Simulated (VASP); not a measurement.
# GaN (P6_3mc) in VASP: further runs

The runs below take GaN through single point, with PBE.

Everything below comes from runs of VASP 6.6.1. Logs are shortened: lines on timing, memory, paths and dates and some standing lists are left out, and cuts for length are marked.

**What was measured.**

From “Studying electronic properties in GaN without electrical contacts using γ-γ vs e−-γ Perturbed Angular Correlations”, 2019, pmc:6823545, for a bulk crystal of GaN: band gap 3.503 ± 0.005 eV (direct).

The runs below are set against these values where they give the same quantity.

## 1. The cell of the first run

The structure is hexagonal, space group P6_3mc (No. 186). The conventional cell has a = 3.153 Å, b = 3.153 Å, c = 5.136 Å, α = 90.00°, β = 90.00°, γ = 120.00°. Within 2.6 Å of Ga (site symmetry 3m) lie 4 N at 1.93 Å. Within 2.6 Å of N (site symmetry 3m) lie 4 Ga at 1.93 Å.

## 2. Single point, PBE (volume changed by -6%)

The input, INCAR:

```
PREC = Accurate
ENCUT = 520
EDIFF = 1E-7
ISMEAR = 0
SIGMA = 0.01
LREAL = F
LASPH = T
NELM = 60
ALGO = Normal
ISIF = 2
LWAVE = F
LCHARG = F
GGA = PE
NBANDS = 26
```

The input, KPOINTS:

```
regular mesh
0
Gamma
  9 9 4
```

The input, POSCAR:

```
GaN
1.0
    3.1527318970      0.0000000000      0.0000000000
   -1.5763659485      2.7303459142      0.0000000000
    0.0000000000      0.0000000000      5.1358101053
Ga N
2 2
Direct
    0.3333333333      0.6666666667     -0.0008671765
    0.6666666667      0.3333333333      0.4991328235
    0.3333333333      0.6666666667      0.3758671765
    0.6666666667      0.3333333333      0.8758671765
```

Potentials or basis: VASP PAW PBE potentials, release 64 (Ga_d, N).

Started as:

```console
$ cat potpaw_PBE.64/Ga_d/POTCAR potpaw_PBE.64/N/POTCAR > POTCAR
$ mpirun -np 1 vasp_std > vasp.out
```

OUTCAR:

```text
PREC = Accurate
   ENCUT = 520
   EDIFF = 1E-7
   ISMEAR = 0
   LREAL = F
   LASPH = T
   NELM = 60
   ISIF = 2
   GGA = PE

 ion  position               nearest neighbor table
   1  0.333  0.667  0.999-   4 1.93   4 1.93   4 1.93   3 1.93
   2  0.667  0.333  0.499-   3 1.93   3 1.93   3 1.93   4 1.93
   3  0.333  0.667  0.376-   2 1.93   2 1.93   2 1.93   1 1.93
   4  0.667  0.333  0.876-   1 1.93   1 1.93   1 1.93   2 1.93

  LATTYP: Found a hexagonal cell.
 ALAT       =     3.1527318970
 C/A-ratio  =     1.6290031227

  Lattice vectors:

 A1 = (   3.1527318970,   0.0000000000,   0.0000000000)
 A2 = (  -1.5763659485,   2.7303459142,   0.0000000000)
 A3 = (   0.0000000000,   0.0000000000,   5.1358101053)

Analysis of symmetry for initial positions (statically):
=====================================================================
 Subroutine PRICEL returns:
 Original cell was already a primitive cell.

 Routine SETGRP: Setting up the symmetry group for a
 hexagonal supercell.

 Subroutine GETGRP returns: Found 12 space group operations
 (whereof  6 operations were pure point group operations)
 out of a pool of 24 trial point group operations.

The static configuration has the point symmetry C_3v.
 The point group associated with its full space group is C_6v.

Analysis of symmetry for dynamics (positions and initial velocities):
=====================================================================
 Subroutine PRICEL returns:
 Original cell was already a primitive cell.

 Routine SETGRP: Setting up the symmetry group for a
 hexagonal supercell.

 Subroutine GETGRP returns: Found 12 space group operations
 (whereof  6 operations were pure point group operations)
 out of a pool of 24 trial point group operations.

The dynamic configuration has the point symmetry C_3v.
 The point group associated with its full space group is C_6v.

 Subroutine INISYM returns: Found 12 space group operations
 (whereof  6 operations are pure point group operations),
 and found     1 'primitive' translations

----------------------------------------------------------------------------------------

                                     Primitive cell

  volume of cell :      44.2093

  direct lattice vectors                    reciprocal lattice vectors
     3.152731897  0.000000000  0.000000000     0.317185233  0.183126979  0.000000000
    -1.576365948  2.730345914  0.000000000     0.000000000  0.366253959  0.000000000
     0.000000000  0.000000000  5.135810105     0.000000000  0.000000000  0.194711249

  length of vectors
     3.152731897  3.152731897  5.135810105     0.366253959  0.366253959  0.194711249

  position of ions in fractional coordinates (direct lattice)
     0.333333333  0.666666667  0.999132823
     0.666666667  0.333333333  0.499132823
     0.333333333  0.666666667  0.375867177
     0.666666667  0.333333333  0.875867177

  ion indices of the primitive-cell ions
   primitive index   ion index
                 1           1
                 2           2
                 3           3
                 4           4

----------------------------------------------------------------------------------------

 KPOINTS: regular mesh

Automatic generation of k-mesh.
 Grid dimensions read from file:
 generate k-points for:    9    9    4

 Generating k-lattice:

  Cartesian coordinates                     Fractional coordinates (reciprocal lattice)
     0.035242804  0.020347442  0.000000000     0.111111111  0.000000000  0.000000000
     0.000000000  0.040694884  0.000000000     0.000000000  0.111111111  0.000000000
     0.000000000  0.000000000  0.048677812     0.000000000  0.000000000  0.250000000

  Length of vectors
     0.040694884  0.040694884  0.048677812

  Shift w.r.t. Gamma in fractional coordinates (k-lattice)
     0.000000000  0.000000000  0.000000000

 Subroutine IBZKPT returns following result:
 ===========================================

 Found     36 irreducible k-points:

 Following reciprocal coordinates:
            Coordinates               Weight
  0.000000  0.000000  0.000000      1.000000
  0.111111  0.000000  0.000000      6.000000
  0.222222  0.000000  0.000000      6.000000
  0.333333  0.000000  0.000000      6.000000
  0.444444  0.000000  0.000000      6.000000
  0.111111  0.111111  0.000000      6.000000
[... 16 lines left out ...]
  0.333333  0.222222  0.250000     24.000000
  0.333333  0.333333  0.250000      4.000000
 [... further k-points ...]
   k-points           NKPTS =     36   k-points in BZ     NKDIM =     36   number of bands    NBANDS=     26
   number of dos      NEDOS =    301   number of ions     NIONS =      4
   total plane-waves  NPLWV =  23040
   dimension x,y,z NGX =    24 NGY =   24 NGZ =   40
   dimension x,y,z NGXF=    48 NGYF=   48 NGZF=   80
   ions per type =               2   2
   NGX,Y,Z   is equivalent  to a cutoff of  12.66, 12.66, 12.95 a.u.
   NGXF,Y,Z  is equivalent  to a cutoff of  25.31, 25.31, 25.90 a.u.
 SYSTEM =  unknown system
   PREC   = accura    normal or accurate (medium, high low for compatibility)
   ISTART =      0    job   : 0-new  1-cont  2-samecut
   ICHARG =      2    charge: 1-file 2-atom 10-const
   ISPIN  =      1    spin polarized calculation?
   LNONCOLLINEAR =      F non collinear calculations
   LSORBIT =      F    spin-orbit coupling
   LASPH  =      T    aspherical Exc in radial PAW
   ENCUT  =  520.0 eV  38.22 Ry    6.18 a.u.   5.86  5.86  9.55*2*pi/ulx,y,z
   NELM   =     60;   NELMIN=  2; NELMDL= -5     # of ELM steps
   EDIFF  = 0.1E-06   stopping-criterion for ELM
   LREAL  =      F    real-space projection
   EDIFFG = 0.1E-05   stopping-criterion for IOM
   NSW    =      0    number of steps for IOM
   IBRION =     -1    ionic relax: 0-MD 1-quasi-New 2-CG
   NFREE  =      0    steps in history (QN), initial steepest desc. (CG)
   ISIF   =      2    stress and relaxation
   ISYM   =      2    0-nonsym 1-usesym 2-fastsym
   POTIM  = 0.5000    time-step for ionic-motion
   TEBEG  =    0.0;   TEEND  =   0.0 temperature during run
   PSTRESS=    0.0 pullay stress
   NELECT =      36.0000    total number of electrons
   NUPDOWN=      -1.0000    fix difference up-down
   EMIN   =  10.00;   EMAX   =-10.00  energy-range for DOS
   EFERMI =   0.00;   METHOD = LEGACY
   ISMEAR =     0;   SIGMA  =   0.01  broadening in eV -4-tet -1-fermi 0-gaus
   EFERMI_NEDOS =   21; number of points for ismear=-14 and -15
   IALGO  =     38    algorithm
   IMIX   =      4    mixing-type and parameters
     AMIX     =   0.40;   BMIX     =  1.00
     AMIX_MAG =   1.60;   BMIX_MAG =  1.00
  volume/ion in A,a.u.               =      11.05        74.58
  Fermi-wavevector in a.u.,A,eV,Ry     =   1.528755  2.888927 31.798048  2.337091
  Thomas-Fermi vector in A             =   2.636470
   LORBIT       =      0    0 simple, 1 ext, 2 COOP (PROOUT), +10 PAW based schemes
   GGA     = PE    functional components
   LHFCALC =     F    Hartree Fock is set to
   AEXX    =    0.0000 exact exchange contribution
   IVDW    =     0    specifies the selected vdW correction
   LEPSILON=     F    determine dielectric tensor
   LRPA    =     F    only Hartree local field effects (RPA)
 non-spin polarized calculation
 Gauss-broadening in eV      SIGMA  =   0.01
  energy-cutoff  :      520.00
  volume of cell :       44.21
 maximum number of plane-waves:      1204
 NGX is ok and might be reduce to    24
   NGX = 11   NGY = 11   NGZ = 19

 number of electron      36.0000031 magnetization

 Free energy of the ion-electron system (eV)
  ---------------------------------------------------
  ext. energy  EPLUGINS =         0.00000000
  ---------------------------------------------------
  free energy    TOTEN  =       -24.22329716 eV

  energy without entropy =      -24.22329716  energy(sigma->0) =      -24.22329716

 E-fermi :   5.7802     XC(G=0): -11.8468

 val. band max:        5.6831890728   @ k =   0.0000   0.0000   0.0000
 cond. band min:       7.8155965515   @ k =   0.0000   0.0000   0.0000
 fundamental gap:      2.1324074787
 Fermi energy:         5.7802495440

 k-point     1 :       0.0000    0.0000    0.0000
  band No.  band energies     occupation
      1     -10.5840      2.00000
      2      -9.5551      2.00000
      3      -7.7844      2.00000
      4      -7.7683      2.00000
      5      -7.7683      2.00000
      6      -7.7005      2.00000
[... 18 lines left out ...]
     25      17.6372      0.00000
     26      17.6372      0.00000

 k-point     2 :       0.1111    0.0000    0.0000
  band No.  band energies     occupation
      1     -10.4561      2.00000
      2      -9.5202      2.00000
      3      -7.7713      2.00000
      4      -7.7493      2.00000
      5      -7.7310      2.00000
      6      -7.6850      2.00000
[... 18 lines left out ...]
     25      17.1775      0.00000
     26      17.9089      0.00000

 k-point     3 :       0.2222    0.0000    0.0000
  band No.  band energies     occupation
      1     -10.1322      2.00000
      2      -9.4458      2.00000
      3      -7.7327      2.00000
      4      -7.7110      2.00000
      5      -7.6515      2.00000
      6      -7.6072      2.00000
[... 18 lines left out ...]
     25      17.3469      0.00000
     26      18.4753      0.00000

 k-point     4 :       0.3333    0.0000    0.0000
  band No.  band energies     occupation
      1      -9.7865      2.00000
      2      -9.3861      2.00000
      3      -7.7119      2.00000
      4      -7.6892      2.00000
      5      -7.6020      2.00000
      6      -7.5331      2.00000
[... 18 lines left out ...]
     25      17.4692      0.00000
     26      19.2459      0.00000
[... 496 lines left out ...]
      1      -9.5732      2.00000
      2      -9.3795      2.00000
      3      -7.7039      2.00000
      4      -7.6636      2.00000
      5      -7.5987      2.00000
      6      -7.5775      2.00000
[... 18 lines left out ...]
     25      17.2511      0.00000
     26      19.3297      0.00000

 k-point    23 :       0.3333    0.2222    0.2500
  band No.  band energies     occupation
      1      -9.4513      2.00000
      2      -9.3626      2.00000
      3      -7.7168      2.00000
      4      -7.6435      2.00000
      5      -7.5968      2.00000
      6      -7.5353      2.00000
[... 18 lines left out ...]
     25      18.1588      0.00000
     26      19.4132      0.00000

 k-point    24 :       0.3333    0.3333    0.2500
  band No.  band energies     occupation
      1      -9.3847      2.00000
      2      -9.3847      2.00000
      3      -7.7277      2.00000
      4      -7.6012      2.00000
      5      -7.6012      2.00000
      6      -7.5322      2.00000
[... 18 lines left out ...]
     25      18.9970      0.00000
     26      19.5865      0.00000

 [... further k-points ...]
[... 5 lines left out ...]
  --------------------------------------------------------------------------------------
  -------------------------------------------------------------------------------------
  Total        3.3689085      3.3689085      3.3594759      0.0000000      0.0000000      0.0000000
  in kB      122.0916947    122.0916948    121.7498530      0.0000000      0.0000000      0.0000000
  external PRESSURE =     121.9777475 kB  Pullay stress =       0.0000000 kB

 VOLUME and BASIS-vectors are now :
 -----------------------------------------------------------------------------
  energy-cutoff  :      520.00
  volume of cell :       44.21
      direct lattice vectors                 reciprocal lattice vectors
     3.152731897  0.000000000  0.000000000     0.317185233  0.183126979  0.000000000
    -1.576365948  2.730345914  0.000000000     0.000000000  0.366253959  0.000000000
     0.000000000  0.000000000  5.135810105     0.000000000  0.000000000  0.194711249

 POSITION                                       TOTAL-FORCE (eV/Angst)
 -----------------------------------------------------------------------------------
     -0.00000      1.82023      5.13136        -0.000000     -0.000000      0.012094
      1.57637      0.91012      2.56345         0.000000      0.000000      0.012094
     -0.00000      1.82023      1.93038        -0.000000      0.000000     -0.012094
      1.57637      0.91012      4.49829         0.000000      0.000000     -0.012094
 -----------------------------------------------------------------------------------
    total drift:                               -0.000001     -0.000001      0.000055

  FREE ENERGIE OF THE ION-ELECTRON SYSTEM (eV)
  ---------------------------------------------------
  free  energy   TOTEN  =       -24.2232971566 eV

  energy  without entropy=      -24.2232971566  energy(sigma->0) =      -24.22329716
```

Run time: 87 s. Hardware: 1 thread of AMD EPYC 7R13, shared host; peak memory 0.15 GiB.

What came out:

| Quantity | Value |
| --- | --- |
| Free energy | -24.2233 eV |
| Pressure | 12.2 GPa |
| Largest force | 0.012 eV/Å |
| Band gap on the k mesh | 2.13 eV, direct |

Forces on the atoms (eV/Å):
```
Ga   0.000  0.000  0.012
Ga   0.000  0.000  0.012
N    0.000  0.000 -0.012
N    0.000  0.000 -0.012
```

Levels at points of the mesh, in eV from the valence-band top:
```tsv
k point	band 14	band 15	band 16	band 17	band 18	band 19	band 20	band 21	band 22	band 23
(0.00, 0.00, 0.00)	-1.07	-1.07	-0.04	0.00	0.00	2.13	4.47	9.38	10.09	10.09
(0.00, 0.00, 0.50)	-3.90	-0.55	-0.55	-0.55	-0.55	4.46	4.46	8.64	8.64	10.60
```

Caveat: the cell differs from its parent crystal (volume changed by -6%).

## 3. Single point, PBE (volume changed by -3%)

The input, INCAR:

```
  PREC = Accurate
  ENCUT = 520
  EDIFF = 1E-6
  ISMEAR = 0
  SIGMA = 0.01
  LREAL = False
  LASPH = True
  NELM = 60
  ALGO = Normal
  ISIF = 2
  LWAVE = False
  LCHARG = True
  GGA = PE
  LELF = True
  LVHAR = True
  NBANDS = 26
```

The input, KPOINTS:

```
Automatic mesh
0
Gamma
  9 9 4
```

The input, POSCAR:

```
GaN
1.0
    3.1859209876      0.0000000000      0.0000000000
   -1.5929604938      2.7590885097      0.0000000000
    0.0000000000      0.0000000000      5.1898752374
Ga N
2 2
Direct
    0.3333333333      0.6666666667     -0.0008671765
    0.6666666667      0.3333333333      0.4991328235
    0.3333333333      0.6666666667      0.3758671765
    0.6666666667      0.3333333333      0.8758671765
```

Potentials or basis: VASP PAW PBE potentials, release 64 (Ga_d, N).

Started as:

```console
$ cat potpaw_PBE.64/Ga_d/POTCAR potpaw_PBE.64/N/POTCAR > POTCAR
$ mpirun -np 1 vasp_std > vasp.out
```

It took 81 s on 1 thread of AMD EPYC 7R13, shared host; peak memory 0.15 GiB.

The run converged. Its results:

| Item | Value |
| --- | --- |
| Free energy | -24.3021 eV |
| Pressure | 5.7 GPa |
| Largest force | 0.005 eV/Å |
| Band gap on the k mesh | 1.92 eV, direct |

Forces in eV/Å, atoms in the order of the input:
```
Ga   0.000  0.000  0.005
Ga   0.000  0.000  0.005
N    0.000  0.000 -0.005
N    0.000  0.000 -0.005
```

Levels at points of the mesh, in eV from the valence-band top:
| k point | band 16 | band 17 | band 18 | band 19 | band 20 | band 21 |
| --- | --- | --- | --- | --- | --- | --- |
| (0.00, 0.00, 0.00) | -0.04 | 0.00 | 0.00 | 1.92 | 4.26 | 9.20 |
| (0.00, 0.00, 0.50) | -0.53 | -0.53 | -0.53 | 4.26 | 4.26 | 8.48 |

Caveat: the cell differs from its parent crystal (volume changed by -3%).

## 4. Single point, PBE

This run uses another cell than the first one, of 11.76 Å³/atom, 1.064 times its volume.

The input, INCAR:

```
ALGO     = Normal         # electronic algorithm
EDIFF    = 1E-6           # SCF threshold, eV
ENCUT    = 520            # plane-wave cutoff, eV
GGA      = PE             # functional
ISIF     = 2              # what is computed and relaxed
ISMEAR   = 0              # smearing method
LASPH    = True           # aspherical terms in the spheres
LCHARG   = True           # write CHGCAR
LELF     = True           # ELF
LREAL    = False          # projectors in reciprocal space
LVHAR    = True         
LWAVE    = False          # write WAVECAR
NBANDS   = 26             # bands
NELM     = 60             # most SCF steps
PREC     = Accurate       # precision mode
SIGMA    = 0.01           # smearing width, eV
```

The input, KPOINTS:

```
k-points
0
Gamma
  9 9 4
```

The input, POSCAR:

```
GaN
1.0
    3.2184326309      0.0000000000      0.0000000000
   -1.6092163154      2.7872444187      0.0000000000
    0.0000000000      0.0000000000      5.2428368059
Ga N
2 2
Direct
    0.3333333333      0.6666666667     -0.0008671765
    0.6666666667      0.3333333333      0.4991328235
    0.3333333333      0.6666666667      0.3758671765
    0.6666666667      0.3333333333      0.8758671765
```

Started as:

```console
$ cat potpaw_PBE.64/Ga_d/POTCAR potpaw_PBE.64/N/POTCAR > POTCAR
$ mpirun -np 1 vasp_std > vasp.out
```

Wall time 81 s (1 thread of AMD EPYC 7R13, shared host); peak memory 0.15 GiB.

It converged, with:

```
Free energy            : -24.3275 eV
Pressure               : 0.1 GPa
Band gap on the k mesh : 1.72 eV, direct
```

Levels at points of the mesh, in eV from the valence-band top:
| k point | band 16 | band 17 | band 18 | band 19 | band 20 | band 21 |
| --- | --- | --- | --- | --- | --- | --- |
| (0.00, 0.00, 0.00) | -0.04 | 0.00 | 0.00 | 1.72 | 4.06 | 9.02 |
| (0.00, 0.00, 0.50) | -0.51 | -0.51 | -0.51 | 4.06 | 4.06 | 8.31 |

(Continued in part 2 of 2.)
